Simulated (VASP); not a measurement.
Wanted: the native input for a VASP 6.6.1 run.

| Property | Result |
| --- | --- |
| Task | single point |
| Functional | LDA |
| Potentials or basis | VASP PAW LDA potentials, release 64 (P) |
| Cutoff | 520 eV |
| k mesh | 12 × 12 × 12 |
| Occupations | fermi-dirac, width 0.1 eV |
| Spin | no spin polarisation |
| Dipole correction | no |
| Further INCAR settings | ALGO = Normal; EDIFF = 1e-06; NBANDS = 12 |

The structure of P lies in POSCAR:

```
P
1.0
    0.0000000000      2.7732092393      2.7732092393
    2.7732092393      0.0000000000      2.7732092393
    2.7732092393      2.7732092393      0.0000000000
P
2
Direct
    0.1250000000      0.1250000000      0.1250000000
    0.8750000000      0.8750000000      0.8750000000
```

This isn't the form of P at room conditions, which is orthorhombic.

One way to write it, as run:

INCAR

```
  PREC = Accurate
  ENCUT = 520
  EDIFF = 1E-6
  ISMEAR = -1
  SIGMA = 0.1
  LREAL = F
  LASPH = T
  NELM = 60
  ALGO = Normal
  ISIF = 2
  LWAVE = F
  LCHARG = T
  GGA = CA
  LELF = T
  LVHAR = T
  NBANDS = 12
```

KPOINTS

```
regular mesh
0
Gamma
  12 12 12
```

Potentials or basis: VASP PAW LDA potentials, release 64 (P).

The run is started by

```sh
$ cat potpaw_LDA.64/P/POTCAR > POTCAR
$ mpirun -np 1 vasp_std > vasp.out
```

It gave:

- Pressure: -4.8 GPa
- Band gap on the k mesh: zero (bands 5 and 6 overlap by 2.54 eV)

Caveat: the cell stands under tension.

It took 15 s on 1 thread of Intel(R) Xeon(R) 6975P-C (Granite Rapids), on a shared host, peak memory 0.15 GiB.
